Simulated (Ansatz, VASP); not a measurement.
**SnBi2O: VASP beside Ansatz**

The input INCAR:

```
  PREC = Accurate
  ENCUT = 600
  EDIFF = 1E-6
  ISMEAR = 0
  SIGMA = 0.1
  LREAL = False
  LASPH = True
  NELM = 80
  ALGO = Normal
  ISIF = 3
  LWAVE = False
  LCHARG = False
  GGA = PE
  IBRION = 2
  NSW = 90
  EDIFFG = -0.04
```

Contents of KPOINTS:

```
Automatic mesh
0
Gamma
  6 6 4
```

The input POSCAR:

```
SnBi2O
1.0
    4.1314486900      0.0000000000      0.0000000000
   -2.0657243500      3.5779395200      0.0000000000
    0.0000000000      0.0000000000      6.6939021600
Sn Bi O
1 2 1
Direct
    0.0000000000      0.0000000000      0.5000000000
    0.6666666700      0.3333333300      0.7485837300
    0.3333333300      0.6666666700      0.2514162700
    0.0000000000      0.0000000000      0.0000000000
```

Input for Ansatz:

```yaml
crystal:
  lattice:
    - [4.13144869, 0.0, 0.0]
    - [-2.06572435, 3.57793952, 0.0]
    - [0.0, 0.0, 6.69390216]
  atoms:
    - { symbol: Sn, position: [0.0, 0.0, 0.5] }
    - { symbol: Bi, position: [0.66666667, 0.33333333, 0.74858373] }
    - { symbol: Bi, position: [0.33333333, 0.66666667, 0.25141627] }
    - { symbol: O, position: [0.0, 0.0, 0.0] }
basis:
  ecutwfc: 420
kpoints:
  mp_grid: { grid: [6, 6, 4] }
hamiltonian:
  xc: pbe
scf:
  occupations: { method: gaussian, width: 0.1 }
  lower_state_search: "off"
output:
  forces: true
  stress: true
  eigenvalues: true
relax:
  adjacent_minimum: "off"
  f_tol: 0.04
  max_steps: 70
  cell: { stress_tol: 0.4 }
```

Change from the starting cell: species swapped into the TmAgTe2 type (P-3m1, No. 164).

Alike in both runs: task relaxation of cell and atoms; functional PBE; k mesh 6 × 6 × 4; occupations gaussian, width 0.1 eV; no spin polarisation.

|  | VASP | Ansatz |
| --- | --- | --- |
| version | VASP 6.6.1 | Ansatz 0.2.0 |
| potentials or method | VASP PAW PBE potentials, release 64 (Sn_d, Bi_d, O), cutoff 600 eV | scalar-relativistic, plane waves, PAW |
| valence electrons in the cell | 50 | 50 |

```csv
,VASP,Ansatz,Ansatz less VASP
"gap on the k mesh at the Fermi level, each at its own relaxed structure (eV)",none,none,-
relaxed volume (Å³/atom),23.45,23.49,+0.033
relaxed cell length with the largest relative difference (Å),8.682,8.761,+0.0793
```

A gap of «none» marks a metal or a gap that the smearing closes.

Spin-orbit coupling is off throughout.
